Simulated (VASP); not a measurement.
A run of VASP 6.6.1:

The input INCAR:

```
SYSTEM = Sr5Y
PREC = Accurate ; ENCUT = 520
EDIFF = 1E-6 ; ISMEAR = -1
SIGMA = 0.05 ; LREAL = .FALSE.
LASPH = .TRUE. ; NELM = 100
ALGO = Normal ; ISIF = 2
LWAVE = .FALSE. ; LCHARG = .FALSE.
LDIPOL = .TRUE. ; IDIPOL = 3
DIPOL = 0.5 0.5 0.500 ; GGA = PE
NBANDS = 40
```

KPOINTS

```
Automatic mesh
0
G
  9 9 1
  0 0 0
```

The input POSCAR:

```
Sr5Y
1.0
    4.2697043870      0.0000000000      0.0000000000
    0.0000000000      4.2697043870      0.0000000000
    0.0000000000      0.0000000000     35.0957000000
Sr Y
5 1
Direct
    0.2500000000      0.2500000000      0.2874821881
    0.7500000000      0.7500000000      0.3716427093
    0.7500000000      0.7500000000      0.5428144995
    0.2500000000      0.2500000000      0.6283572617
    0.7500000000      0.7500000000      0.7125178059
    0.2500000000      0.2500000000      0.4571855354
```

Potentials or basis: VASP PAW PBE potentials, release 64 (Sr_sv, Y_sv).

Run with:

```bash
$ cat potpaw_PBE.64/Sr_sv/POTCAR potpaw_PBE.64/Y_sv/POTCAR > POTCAR
$ mpirun -np 1 vasp_std > vasp.out
```

Hardware: 1 thread of Intel(R) Xeon(R) 6975P-C (Granite Rapids), with other jobs on the host.

Problem. Estimate the wall time of this run.

Solution. Wall time 19 min on 1 thread of Intel(R) Xeon(R) 6975P-C (Granite Rapids), with other jobs on the host, peak memory 0.77 GiB. Counts: scf iterations 62, k points 15.
